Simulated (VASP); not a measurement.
Runs of VASP 6.6.1 on CsSnI3. The structure is that of space group Pm-3m (No. 221), or close to it. The cells are those of the table. 

```tsv
task	cell	k mesh	cutoff (eV)	smearing	gap on the mesh (eV)	pressure (GPa)
relaxation of cell and atoms	relaxed to 12 GPa from a = 5.774 Å, 5 atoms	6 × 6 × 6	600	gaussian 0.1 eV	none	12.0
relaxation of cell and atoms	relaxed to 25 GPa from a = 5.449 Å, 5 atoms	8 × 8 × 8	600	gaussian 0.1 eV	none	25.0
relaxation of cell and atoms	relaxed to 4 GPa from a = 6.002 Å, 5 atoms	6 × 6 × 6	600	gaussian 0.01 eV	none	4.0
relaxation of cell and atoms	relaxed to 90 GPa from a = 4.888 Å, 5 atoms	8 × 8 × 8	600	gaussian 0.1 eV	-	90.0
single point	a = 6.439 Å, 5 atoms	6 × 6 × 6	520	gaussian 0.02 eV	0.75	-0.9
relaxation of cell and atoms	relaxed to 1 GPa from a = 6.263 Å, 5 atoms	6 × 6 × 6	600	gaussian 0.02 eV	0.23	1.0
single point	a = 6.534 Å, 5 atoms	6 × 6 × 6	520	gaussian 0.02 eV	0.90	-1.4
single point	a = 6.158 Å, 5 atoms	6 × 6 × 6	520	gaussian 0.02 eV	0.20	1.1
single point	a = 6.283 Å, 5 atoms	6 × 6 × 6	520	gaussian 0.02 eV	(b)	0.0
relaxation of cell and atoms	relaxed to -1 GPa from a = 6.304 Å, 5 atoms	6 × 6 × 6	600	gaussian 0.02 eV	(a)	-1.0
single point	a = 6.164 Å, 5 atoms	6 × 6 × 6	520	gaussian 0.02 eV	(c)	1.0
```

Alike in all rows: level PBE; potentials or basis VASP PAW PBE potentials, release 64 (Cs_sv, Sn_d, I); no spin polarisation.

Task: Fill in the values left out.

Result: (a) 0.77; (b) 0.47; (c) 0.22.

Caveats: spin-orbit coupling is left out, which moves the levels of the heavy elements; semilocal functionals underestimate gaps, and a narrow one can read as zero (at least some runs); the cell is relaxed towards a set pressure, so the run minimises the enthalpy, not the energy (at least some runs); the highest band is partly filled, so the run has too few bands (at least some runs).

A k mesh can miss the band edges, and the runs leave out spin-orbit coupling on Cs, I, Sn.

A gap of «none» marks levels without a gap at the run's occupations.
